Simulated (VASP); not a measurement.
Here is a VASP 6.6.1 calculation.

File INCAR:

```
SYSTEM = TiW
PREC     = Accurate       ! precision mode
ENCUT    = 520            ! plane-wave cutoff, eV
EDIFF    = 1E-7           ! SCF threshold, eV
ISMEAR   = -1             ! smearing method
SIGMA    = 0.1            ! smearing width, eV
LREAL    = .False.        ! projectors in reciprocal space
LASPH    = .True.         ! aspherical terms in the spheres
NELM     = 80             ! most SCF steps
ALGO     = Normal         ! electronic algorithm
ISIF     = 2              ! what is computed and relaxed
LWAVE    = .False.        ! write WAVECAR
LCHARG   = .False.        ! write CHGCAR
GGA      = CA             ! functional
NBANDS   = 20             ! bands
```

File KPOINTS:

```
Automatic mesh
0
Gamma
  11 11 7
  0 0 0
```

POSCAR

```
TiW
1.0
    1.6042848109     -2.2695617597      0.0000000000
    1.6042848109      2.2695617597      0.0000000000
    0.0000000000      0.0000000000      4.4977110610
Ti W
1 1
Direct
    0.0000000000      0.0000000000      0.0000000000
    0.5000000000      0.5000000000      0.5000000000
```

Potentials or basis: VASP PAW LDA potentials, release 64 (Ti_sv, W_sv).

Run with:

```console
$ cat potpaw_LDA.64/Ti_sv/POTCAR potpaw_LDA.64/W_sv/POTCAR > POTCAR
$ mpirun -np 1 vasp_std > vasp.out
```

Question: Estimate the band gap on the k mesh.

Answer: Zero (band 13 reaches 10.44 eV, above the bottom of band 14 at 8.66 eV).

Question: Estimate the pressure.

Answer: -13.1 GPa.

Stress tensor (GPa, compression positive):
```
-13.75   0.00   0.00
  0.00 -12.60   0.00
  0.00   0.00 -12.93
```

Caveat: spin-orbit coupling is left out, which moves the levels of the heavy elements.
